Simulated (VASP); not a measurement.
Input of a VASP 6.6.1 run:

File INCAR:

```
  PREC = Accurate
  ENCUT = 520
  EDIFF = 1E-7
  ISMEAR = -1
  SIGMA = 0.02
  LREAL = Auto
  LASPH = T
  NELM = 80
  ALGO = Normal
  ISIF = 2
  LWAVE = F
  LCHARG = T
  LELF = T
  LVHAR = T
  NBANDS = 56
```

Contents of KPOINTS:

```
Automatic mesh
0
Gamma
  3 3 1
```

Contents of POSCAR:

```
H7C16N
1.0
    5.0487420000      0.0000000000      0.0000000000
    2.5243710000      4.3723390000      0.0000000000
    0.0000000000      0.0000000000     16.7764260000
H C N
7 16 1
Direct
    0.1666667848      0.1666666285      0.0596074516
    0.6666667848      0.1666666285      0.0596074516
    0.1666666285      0.6666667429      0.0596074516
    0.6666666285      0.6666667429      0.0596074516
    0.0028760267      0.4947544095      0.3427858234
    0.5048962298      0.5042147921      0.3417558662
    0.4446545238     -0.0081592484      0.3421419437
    0.1666667848      0.1666666285      0.1251756483
    0.6666667848      0.1666666285      0.1251756483
    0.1666666285      0.6666667429      0.1251756483
    0.6666666285      0.6666667429      0.1251756483
   -0.1666666285      0.3333332571      0.1558904739
    0.3333333715      0.3333332571      0.1558904739
   -0.1666667848      0.8333333715      0.1558904739
    0.3333332152      0.8333333715      0.1558904739
   -0.1718170101      0.3408626367      0.2467580997
    0.3324565119      0.3306145749      0.2474412011
   -0.1759600526      0.8275078854      0.2484599521
    0.3379028994      0.8259393885      0.2455408560
   -0.0005484487     -0.0054080894      0.2859461246
    0.4915357131     -0.0036856703      0.2768229657
   -0.0006875929      0.4973838945      0.2765893641
    0.5002746080      0.4978676173      0.2756953120
   -0.0136606093      0.0025780252      0.3634207310
```

Potentials or basis: VASP PAW LDA potentials, release 64 (H, C, N).

Command:

```sh
$ cat potpaw_LDA.64/H/POTCAR potpaw_LDA.64/C/POTCAR potpaw_LDA.64/N/POTCAR > POTCAR
$ mpirun -np 1 vasp_std > vasp.out
```

(1) Predict the band gap on the k mesh.

(2) Predict the largest force.

Results:

(1) zero (bands 38 and 39 overlap by 0.17 eV).

(2) 1.377 eV/Å.

Caveat: the k points lie up to 0.48 Å⁻¹ apart.
